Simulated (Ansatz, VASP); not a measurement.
## Sb in VASP and in Ansatz

```
CELL_PARAMETERS angstrom
3.41333 0.00000 0.00000
-1.70667 2.95603 0.00000
0.00000 0.00000 5.40014
ATOMIC_POSITIONS crystal
Sb 0.33333 0.66667 0.25000
Sb 0.66667 0.33333 0.75000
```

Change from the starting cell: volume scaled by 1.04.

Alike in both runs: task single point; functional PBE; k mesh 12 × 12 × 7; occupations fermi-dirac, width 0.05 eV; no spin polarisation.

|  | VASP | Ansatz |
| --- | --- | --- |
| version | VASP 6.6.1 | Ansatz 0.2.0 |
| potentials or method | VASP PAW PBE potentials, release 64 (Sb), cutoff 520 eV | all-electron LAPW, scalar-relativistic |

|  | VASP | Ansatz | Ansatz less VASP |
| --- | --- | --- | --- |
| pressure (GPa) | 0.2 | 0.4 | +0.14 |
| traceless stress, the component that is largest in VASP (GPa) | -0.71 | -0.70 | +0.005 |

Ansatz ran all-electron here, and VASP with PAW potentials.

Spin-orbit coupling is off throughout.
